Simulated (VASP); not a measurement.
# SrO (Fm-3m) in VASP: further runs

Runs on SrO. Level: PBEsol. Tasks: single point.

Everything below comes from runs of VASP 6.6.1. Logs are shortened: lines on timing, memory, paths and dates and some standing lists are left out, and cuts for length are marked.

### 1 The cell of the first run

It takes space group Fm-3m (No. 225, cubic). Conventional cell: a = 5.133 Å, b = 5.133 Å, c = 5.133 Å, α = 90.00°, β = 90.00°, γ = 90.00°. Sr (site symmetry m-3m) has 6 O at 2.57 Å within 3.4 Å. O (site symmetry m-3m) has 6 Sr at 2.57 Å within 3.4 Å.

### 2 Single point, PBEsol, non-collinear spin, zero start, spin-orbit coupling

The input, INCAR:

```
ALGO     = Normal         # electronic algorithm
EDIFF    = 1E-6           # SCF threshold, eV
ENCUT    = 520            # plane-wave cutoff, eV
GGA      = PS             # functional
GGA_COMPAT= False        
ISIF     = 2              # what is computed and relaxed
ISMEAR   = -1             # smearing method
LASPH    = True           # aspherical terms in the spheres
LCHARG   = False          # write CHGCAR
LORBIT   = 11             # projections on sites
LORBMOM  = True         
LREAL    = False          # projectors in reciprocal space
LSORBIT  = True           # spin-orbit coupling
LWAVE    = False          # write WAVECAR
MAGMOM   = 0 0 0 0 0 0    # initial moments
NBANDS   = 28             # bands
NELM     = 150            # most SCF steps
PREC     = Accurate       # precision mode
SIGMA    = 0.05           # smearing width, eV
```

The input, KPOINTS:

```
k-points
0
Gamma
  9 9 9
```

The input, POSCAR:

```
SrO
1.0
    0.0000000000      2.5663000000      2.5663000000
    2.5663000000      0.0000000000      2.5663000000
    2.5663000000      2.5663000000      0.0000000000
Sr O
1 1
Direct
    0.5000000000      0.5000000000      0.5000000000
    0.0000000000      0.0000000000      0.0000000000
```

Potentials or basis: VASP PAW PBE potentials, release 64 (Sr_sv, O).

Run with:

```
$ cat potpaw_PBE.64/Sr_sv/POTCAR potpaw_PBE.64/O/POTCAR > POTCAR
$ mpirun -np 1 vasp_ncl > vasp.out
```

OUTCAR:

```text
EDIFF = 1E-6
   ENCUT = 520
   GGA = PS
   ISIF = 2
   ISMEAR = -1
   LASPH = True
   LORBIT = 11
   LREAL = False
   LSORBIT = True
   NELM = 150
   PREC = Accurate

 ion  position               nearest neighbor table
   1  0.500  0.500  0.500-   2 2.57   2 2.57   2 2.57   2 2.57   2 2.57   2 2.57
   2  0.000  0.000  0.000-   1 2.57   1 2.57   1 2.57   1 2.57   1 2.57   1 2.57

  LATTYP: Found a face centered cubic cell.
 ALAT       =     5.1326000000

  Lattice vectors:

 A1 = (   0.0000000000,   2.5663000000,   2.5663000000)
 A2 = (   2.5663000000,   0.0000000000,   2.5663000000)
 A3 = (   2.5663000000,   2.5663000000,   0.0000000000)

Analysis of symmetry for initial positions (statically):
=====================================================================
 Subroutine PRICEL returns:
 Original cell was already a primitive cell.

 Routine SETGRP: Setting up the symmetry group for a
 face centered cubic supercell.

 Subroutine GETGRP returns: Found 48 space group operations
 (whereof 48 operations were pure point group operations)
 out of a pool of 48 trial point group operations.

The static configuration has the point symmetry O_h .

Analysis of symmetry for dynamics (positions and initial velocities):
=====================================================================
 Subroutine PRICEL returns:
 Original cell was already a primitive cell.

 Routine SETGRP: Setting up the symmetry group for a
 face centered cubic supercell.

 Subroutine GETGRP returns: Found 48 space group operations
 (whereof 48 operations were pure point group operations)
 out of a pool of 48 trial point group operations.

The dynamic configuration has the point symmetry O_h .

Analysis of structural, dynamic, and magnetic symmetry:
=====================================================================
 Subroutine PRICEL returns:
 Original cell was already a primitive cell.

 Routine SETGRP: Setting up the symmetry group for a
 face centered cubic supercell.

 Subroutine GETGRP returns: Found 48 space group operations
 (whereof 48 operations were pure point group operations)
 out of a pool of 48 trial point group operations.

The overall configuration has the point symmetry O_h .

 Subroutine INISYM returns: Found 48 space group operations
 (whereof 48 operations are pure point group operations),
 and found     1 'primitive' translations
[... 919 lines left out ...]
      2.56630      2.56630      2.56630        -0.000000      0.000000     -0.000000
      0.00000      0.00000      0.00000         0.000000     -0.000000      0.000000
 -----------------------------------------------------------------------------------
    total drift:                                0.000000      0.000000      0.000000

  FREE ENERGIE OF THE ION-ELECTRON SYSTEM (eV)
  ---------------------------------------------------
  free  energy   TOTEN  =       -12.7277362313 eV

  energy  without entropy=      -12.7277362313  energy(sigma->0) =      -12.72773623

 orbital moment (x)

 # of ion     p       d       tot
 ----------------------------------------
  1         0.000  -0.000  -0.000
  2         0.000   0.000   0.000
 ----------------------------------------
            0.000  -0.000  -0.000

 orbital moment (y)

 # of ion     p       d       tot
 ----------------------------------------
  1         0.000  -0.000  -0.000
  2         0.000   0.000   0.000
 ----------------------------------------
            0.000  -0.000  -0.000

 orbital moment (z)

 # of ion     p       d       tot
 ----------------------------------------
  1         0.000   0.000   0.000
  2         0.000   0.000   0.000
 ----------------------------------------
            0.000   0.000   0.000

 Spin-Orbit-Coupling matrix elements

 Ion:    1  E_soc:     -0.1769048
 l=   1
     0.0000000    -0.0294575    -0.0294575
    -0.0294575     0.0000000    -0.0294575
    -0.0294575    -0.0294575     0.0000000
 l=   2
     0.0000000    -0.0000017     0.0000000    -0.0000017    -0.0000250
    -0.0000017     0.0000000    -0.0000188    -0.0000017    -0.0000063
     0.0000000    -0.0000188     0.0000000    -0.0000188     0.0000000
    -0.0000017    -0.0000017    -0.0000188     0.0000000    -0.0000063
    -0.0000250    -0.0000063     0.0000000    -0.0000063     0.0000000
 l=   3
     0.0000000     0.0000000     0.0000000     0.0000000     0.0000000     0.0000000     0.0000000
     0.0000000     0.0000000     0.0000000     0.0000000     0.0000000     0.0000000     0.0000000
     0.0000000     0.0000000     0.0000000     0.0000000     0.0000000     0.0000000     0.0000000
     0.0000000     0.0000000     0.0000000     0.0000000     0.0000000     0.0000000     0.0000000
     0.0000000     0.0000000     0.0000000     0.0000000     0.0000000     0.0000000     0.0000000
     0.0000000     0.0000000     0.0000000     0.0000000     0.0000000     0.0000000     0.0000000
     0.0000000     0.0000000     0.0000000     0.0000000     0.0000000     0.0000000     0.0000000

 Ion:    2  E_soc:     -0.0003228
 l=   1
     0.0000000    -0.0000538    -0.0000538
    -0.0000538     0.0000000    -0.0000538
    -0.0000538    -0.0000538     0.0000000
 l=   2
     0.0000000     0.0000000     0.0000000     0.0000000     0.0000000
     0.0000000     0.0000000     0.0000000     0.0000000     0.0000000
     0.0000000     0.0000000     0.0000000     0.0000000     0.0000000
     0.0000000     0.0000000     0.0000000     0.0000000     0.0000000
     0.0000000     0.0000000     0.0000000     0.0000000     0.0000000
 l=   3
     0.0000000     0.0000000     0.0000000     0.0000000     0.0000000     0.0000000     0.0000000
     0.0000000     0.0000000     0.0000000     0.0000000     0.0000000     0.0000000     0.0000000
     0.0000000     0.0000000     0.0000000     0.0000000     0.0000000     0.0000000     0.0000000
     0.0000000     0.0000000     0.0000000     0.0000000     0.0000000     0.0000000     0.0000000
     0.0000000     0.0000000     0.0000000     0.0000000     0.0000000     0.0000000     0.0000000
     0.0000000     0.0000000     0.0000000     0.0000000     0.0000000     0.0000000     0.0000000
     0.0000000     0.0000000     0.0000000     0.0000000     0.0000000     0.0000000     0.0000000

 total charge

# of ion       s       p       d       tot
------------------------------------------
    1        2.016   5.804   0.263   8.083
    2        1.548   3.403   0.000   4.951
--------------------------------------------------
tot          3.564   9.207   0.263  13.035

 magnetization (x)

# of ion       s       p       d       tot
------------------------------------------
    1        0.000   0.000   0.000   0.000
    2        0.000   0.000   0.000   0.000
--------------------------------------------------
tot          0.000   0.000   0.000   0.000

 magnetization (y)

# of ion       s       p       d       tot
------------------------------------------
    1        0.000   0.000   0.000   0.000
    2        0.000   0.000   0.000   0.000
--------------------------------------------------
tot          0.000   0.000   0.000   0.000

 magnetization (z)

# of ion       s       p       d       tot
------------------------------------------
    1        0.000   0.000   0.000   0.000
    2        0.000   0.000   0.000   0.000
--------------------------------------------------
tot          0.000   0.000   0.000   0.000
```

Run time: 41 s. Hardware: 1 thread of Intel Xeon 6975P-C (Granite Rapids), shared host; peak memory 0.26 GiB.

What came out:

```
Free energy                                           : -12.7277 eV
Pressure                                              : 0.1 GPa
Net moment                                            : 0.00 μB per cell
Valence electrons inside the program's atomic spheres : Sr 8.08; O 4.95
```

Moments on the atoms (μB; x, y, z):
```
Sr  0.00 0.00 0.00
O   0.00 0.00 0.00
```

Caveat: the PAW data sets were made with another functional, which shifts forces and pressure a little.

### 3 Single point, PBEsol

This run uses another cell than the first one, of 17.24 Å³/atom.

The input, INCAR:

```
ALGO     = Normal         # electronic algorithm
EDIFF    = 1E-6           # SCF threshold, eV
ENCUT    = 520            # plane-wave cutoff, eV
GGA      = PS             # functional
ISIF     = 2              # what is computed and relaxed
ISMEAR   = -1             # smearing method
LASPH    = T              # aspherical terms in the spheres
LCHARG   = T              # write CHGCAR
LELF     = T              # ELF
LREAL    = F              # projectors in reciprocal space
LVHAR    = T            
LWAVE    = F              # write WAVECAR
NBANDS   = 15             # bands
NELM     = 60             # most SCF steps
PREC     = Accurate       # precision mode
SIGMA    = 0.05           # smearing width, eV
```

KPOINTS is that of step 2.

The input, POSCAR:

```
SrO
1.0
    0.0000000000      2.5832958595      2.5832958595
    2.5832958595      0.0000000000      2.5832958595
    2.5832958595      2.5832958595      0.0000000000
Sr O
1 1
Direct
    0.5000000000      0.5000000000      0.5000000000
    0.0000000000      0.0000000000      0.0000000000
```

Potentials or basis: VASP PAW PBE potentials, release 64 (Sr_sv, O).

Run with:

```
$ cat potpaw_PBE.64/Sr_sv/POTCAR potpaw_PBE.64/O/POTCAR > POTCAR
$ mpirun -np 1 vasp_std > vasp.out
```

Wall time 27 s (1 thread of AMD EPYC 7R43 (Zen 3), shared host); peak memory 0.12 GiB.

The run converged. Its results:

* Free energy: -12.6367 eV
* Pressure: -1.7 GPa
* Band gap on the k mesh: 3.22 eV (least direct gap 3.33 eV)

Levels at points of the mesh, in eV from the valence-band top:
```csv
k point,band 4,band 5,band 6,band 7,band 8,band 9,band 10,band 11,band 12,band 13
"(0.00, 0.00, 0.00)",-13.95,-13.95,0.00,0.00,0.00,3.72,6.13,6.13,6.13,8.29
```

Caveat: the PAW data sets were made with another functional, which shifts forces and pressure a little; an odd mesh through Γ misses points on the zone boundary, where band edges can lie.
